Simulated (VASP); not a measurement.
# TaN (P1) in VASP: further runs, part 2 of 2

VASP 6.6.1. The steps go on from the part before.

### 4 Single point, PBE

Contents of INCAR:

```
SYSTEM = TaN
  ALGO = Normal
  EDIFF = 1E-6
  ENCUT = 520
  GGA = PE
  ISIF = 2
  ISMEAR = -1
  LASPH = .True.
  LCHARG = .True.
  LELF = .True.
  LREAL = Auto
  LVHAR = .True.
  LWAVE = .False.
  NBANDS = 78
  NELM = 100
  PREC = Accurate
  SIGMA = 0.36
```

Contents of KPOINTS:

```
k-points
0
Gamma
  2 2 2
  0 0 0
```

Contents of POSCAR:

```
TaN
1.0
   -2.9881470000     -5.1756220000      0.0000000000
    4.4822200000     -2.5878110000      0.0000000000
    0.0000000000      0.0000000000      5.8751270000
Ta N
8 8
Direct
    0.7666358421      0.5893330965      0.3325374924
    0.7701849454      0.5317288830      0.7944338905
    0.4882958084      0.0202354313      0.2947340543
    0.5002472340      0.0393805461      0.8445774874
    0.2558767707      0.5218613555      0.2715856185
    0.2663037381      0.4982251465      0.7716599148
    0.0544180940      0.0206168516      0.2683686668
   -0.0119061259      0.0466114438      0.7536177516
    0.4515675947      0.6512287111      0.0184847068
    0.5086639834      0.7711720433      0.5651622510
    0.2880818428      0.2102152269      0.0422458953
    0.2983247496      0.1869471390      0.5432903833
   -0.0193078260      0.7050089861      0.0373268527
    0.0127403860      0.6853903079      0.5169249958
    0.7655144768      0.2229631270      0.0411225153
    0.7518065258      0.2239087806      0.5324310436
```

Potentials or basis: VASP PAW PBE potentials, release 64 (Ta_pv, N).

Launch:

```
$ cat potpaw_PBE.64/Ta_pv/POTCAR potpaw_PBE.64/N/POTCAR > POTCAR
$ mpirun -np 1 vasp_std > vasp.out
```

OUTCAR:

```text
SYSTEM = TaN
   EDIFF = 1E-6
   ENCUT = 520
   GGA = PE
   ISIF = 2
   ISMEAR = -1
   LASPH = .True.
   LREAL = Auto
   NELM = 100
   PREC = Accurate

 ion  position               nearest neighbor table
   1  0.767  0.589  0.333-  14 1.89  16 2.23  13 2.24  10 2.27  15 2.55   9 2.66   2 2.73   3 2.79
                             7 2.84   5 2.97   5 3.09   2 3.18   3 3.39   7 3.43
   2  0.770  0.532  0.794-  13 2.10  15 2.16  16 2.22  14 2.32   9 2.40  10 2.41   1 2.73   8 2.84
                             6 2.97   8 2.98   6 3.02   4 3.03   4 3.10   1 3.18
   3  0.488  0.020  0.295-  12 2.04  10 2.05  11 2.14  16 2.35  15 2.46   9 2.52   7 2.60   4 2.65
                             1 2.79   5 2.93   5 2.95   4 3.23   7 3.39   1 3.39
   4  0.500  0.039  0.845-  11 1.93  10 2.15  15 2.18   9 2.27  12 2.27  16 2.56   3 2.65   6 2.79
                             8 2.96   2 3.03   2 3.10   8 3.11   6 3.16   3 3.23
   5  0.256  0.522  0.272-   9 2.01  11 2.11  14 2.21  13 2.34  12 2.37  10 2.63   7 2.85   7 2.86
                             3 2.93   6 2.94   6 2.94   3 2.95   1 2.97   1 3.09
   6  0.266  0.498  0.772-   9 1.99  12 2.11  11 2.18  14 2.34  10 2.36  13 2.55   4 2.79   8 2.87
                             5 2.94   5 2.94   2 2.97   2 3.02   4 3.16   8 3.29
   7  0.054  0.021  0.268-  11 2.16  13 2.17  14 2.28  12 2.34  15 2.42   3 2.60  16 2.60   1 2.84
                             5 2.85   5 2.86   8 2.88   8 3.05   3 3.39   1 3.43
   8  0.988  0.047  0.754-  16 2.13  14 2.33  15 2.34  12 2.34  13 2.43  11 2.61   2 2.84   6 2.87
                             7 2.88   4 2.96   2 2.98   7 3.05   4 3.11   6 3.29
   9  0.452  0.651  0.018-   6 1.99   5 2.01   4 2.27   2 2.40   3 2.52   1 2.66
  10  0.509  0.771  0.565-   3 2.05   4 2.15   1 2.27   6 2.36   2 2.41   5 2.63
  11  0.288  0.210  0.042-   4 1.93   5 2.11   3 2.14   7 2.16   6 2.18   8 2.61
  12  0.298  0.187  0.543-   3 2.04   6 2.11   4 2.27   7 2.34   8 2.34   5 2.37
  13  0.981  0.705  0.037-   2 2.10   7 2.17   1 2.24   5 2.34   8 2.43   6 2.55
  14  0.013  0.685  0.517-   1 1.89   5 2.21   7 2.28   2 2.32   8 2.33   6 2.34
  15  0.766  0.223  0.041-   2 2.16   4 2.18   8 2.34   7 2.42   3 2.46   1 2.55
  16  0.752  0.224  0.532-   8 2.13   2 2.22   1 2.23   3 2.35   4 2.56   7 2.60

  LATTYP: Found a simple orthorhombic cell.
 ALAT       =     5.1756218854
 B/A-ratio  =     1.1351538289
 C/A-ratio  =     1.1547005876

  Lattice vectors:

 A1 = (   4.4822200000,  -2.5878110000,   0.0000000000)
 A2 = (   0.0000000000,   0.0000000000,   5.8751270000)
[... 173 lines left out ...]
 maximum number of plane-waves:      4920
 NGX is ok and might be reduce to    48
   NGX = 23   NGY = 19   NGZ = 21

 number of electron     128.0000000 magnetization

 Free energy of the ion-electron system (eV)
  ---------------------------------------------------
  ext. energy  EPLUGINS =         0.00000000
  ---------------------------------------------------
  free energy    TOTEN  =      -170.97205704 eV

  energy without entropy =     -168.62488700  energy(sigma->0) =     -169.79847202

 E-fermi :   7.7518     XC(G=0): -13.0039

 val. band max:        7.6666313981   @ k =   0.0000   0.0000   0.0000
 cond. band min:       7.7773073133   @ k =   0.5000   0.0000   0.0000
 fundamental gap:      0.1106759153
 Fermi energy:         7.7518001324

 k-point     1 :       0.0000    0.0000    0.0000
  band No.  band energies     occupation
      1     -28.0729      2.00000
      2     -27.9616      2.00000
      3     -27.9056      2.00000
      4     -27.8434      2.00000
      5     -27.8161      2.00000
      6     -27.7543      2.00000
[... 621 lines left out ...]
     75      10.4913      0.00099
     76      10.6075      0.00072
 [bands above 76 left out]

------------------------ aborting loop because EDIFF is reached ----------------------------------------

  FORCE on cell =-STRESS in cart. coord.  units (eV):
  Direction    XX          YY          ZZ          XY          YZ          ZX
  --------------------------------------------------------------------------------------
  -------------------------------------------------------------------------------------
  Total        9.7091541     12.3993533     11.1947728      4.0637163     -2.2085746      2.4885736
  in kB       85.6012781    109.3195635     98.6993153     35.8279727    -19.4720162     21.9406430
  external PRESSURE =      97.8733856 kB  Pullay stress =       0.0000000 kB

 VOLUME and BASIS-vectors are now :
 -----------------------------------------------------------------------------
  energy-cutoff  :      520.00
  volume of cell :      181.72
      direct lattice vectors                 reciprocal lattice vectors
    -2.988147000 -5.175622000  0.000000000    -0.083663896 -0.144910115  0.000000000
     4.482220000 -2.587811000  0.000000000     0.167327793 -0.096606754  0.000000000
     0.000000000  0.000000000  5.875127000     0.000000000  0.000000000  0.170209087

 POSITION                                       TOTAL-FORCE (eV/Angst)
 -----------------------------------------------------------------------------------
      0.35070     -5.49290      1.95370        -2.490452      5.213603     -5.902064
      0.08190     -5.36220      4.66740         1.274042      1.509630      0.999677
     -1.36840     -2.57960      1.73160        -0.669137     -5.247315      1.055191
     -1.31830     -2.69100      4.96200        -3.344386     -1.475700     -6.501970
      1.57450     -2.67480      1.59560         0.267529      0.333440      2.235215
      1.43740     -2.66760      4.53360         3.408066     -0.367956     -0.472416
[... 8 lines left out ...]
     -1.28810     -4.53900      0.24160        -1.001132      0.338214     -0.396283
     -1.24290     -4.47050      3.12810        -0.382947     -0.527777      0.779508
 -----------------------------------------------------------------------------------
    total drift:                               -0.002955      0.002674     -0.001335

  FREE ENERGIE OF THE ION-ELECTRON SYSTEM (eV)
  ---------------------------------------------------
  free  energy   TOTEN  =      -170.9720570449 eV

  energy  without entropy=     -168.6248870014  energy(sigma->0) =     -169.79847202
```

OSZICAR:

```text
N       E                     dE             d eps       ncg     rms          rms(c)
DAV:   1     0.135525169520E+04    0.13553E+04   -0.69762E+04  1248   0.174E+03
DAV:   2    -0.692389850295E+02   -0.14245E+04   -0.13726E+04  1364   0.520E+02
DAV:   3    -0.189079038895E+03   -0.11984E+03   -0.11673E+03  1526   0.137E+02
DAV:   4    -0.192815039147E+03   -0.37360E+01   -0.36276E+01  1496   0.227E+01
DAV:   5    -0.192935379956E+03   -0.12034E+00   -0.11904E+00  1576   0.334E+00    0.654E+01
DAV:   6    -0.172338176109E+03    0.20597E+02   -0.14593E+02  1584   0.402E+01    0.301E+01
DAV:   7    -0.171250159526E+03    0.10880E+01   -0.13302E+01  1488   0.143E+01    0.176E+01
DAV:   8    -0.171088557546E+03    0.16160E+00   -0.25112E+00  1544   0.917E+00    0.307E+00
DAV:   9    -0.170977004577E+03    0.11155E+00   -0.69317E-01  1504   0.440E+00    0.846E-01
DAV:  10    -0.170972354303E+03    0.46503E-02   -0.68508E-02  1552   0.129E+00    0.490E-01
DAV:  11    -0.170972128477E+03    0.22583E-03   -0.11945E-02  1568   0.524E-01    0.267E-01
DAV:  12    -0.170972052715E+03    0.75762E-04   -0.25011E-03  1584   0.285E-01    0.109E-01
DAV:  13    -0.170972061103E+03   -0.83879E-05   -0.75322E-04  1528   0.143E-01    0.367E-02
DAV:  14    -0.170972058623E+03    0.24807E-05   -0.99676E-05  1472   0.474E-02    0.200E-02
DAV:  15    -0.170972057575E+03    0.10478E-05   -0.34701E-05  1592   0.231E-02    0.101E-02
DAV:  16    -0.170972057045E+03    0.52984E-06   -0.83261E-06  1216   0.112E-02
   1 F= -.17097206E+03 E0= -.16979847E+03  d E =-.234717E+01
```

stdout:

```text
POSCAR found type information on POSCAR TaN
 POSCAR found :  2 types and      16 ions
 scaLAPACK will be used
 LDA part: xc-table for (Slater+PW92), standard interpolation
 POSCAR, INCAR and KPOINTS ok, starting setup
 FFT: planning ... GRIDC
 FFT: planning ... GRID_SOFT
 FFT: planning ... GRID
 WAVECAR not read
 entering main loop
```

It took 4.2 min on 1 thread of AMD EPYC 7R13 (Zen 3), shared host; peak memory 0.3 GiB.

What came out:

```yaml
Free_energy: -170.9721 eV
Pressure: 9.8 GPa
Largest_force: 8.259 eV/Å
```

Forces on the atoms (eV/Å):
```
Ta  -2.490  5.214 -5.902
Ta   1.274  1.510  1.000
Ta  -0.669 -5.247  1.055
Ta  -3.344 -1.476 -6.502
Ta   0.268  0.333  2.235
Ta   3.408 -0.368 -0.472
Ta   3.957  3.693  0.694
Ta  -1.356 -0.150  2.530
N    0.931 -5.444  0.831
N   -4.274  1.720  0.073
N    1.778  3.080  0.814
N    2.094  1.918 -0.051
N   -0.361 -1.364  0.580
N    0.170 -3.228  2.732
N   -1.001  0.338 -0.396
N   -0.383 -0.528  0.780
```

Stress tensor (GPa, compression positive):
```
 8.56  3.58  2.19
 3.58 10.93 -1.95
 2.19 -1.95  9.87
```

Caveat: the k points lie up to 0.61 Å⁻¹ apart; spin-orbit coupling is left out, which moves the levels of the heavy elements; forces of over 1 eV/Å act on the atoms, so gaps and moduli don't describe the material at rest.
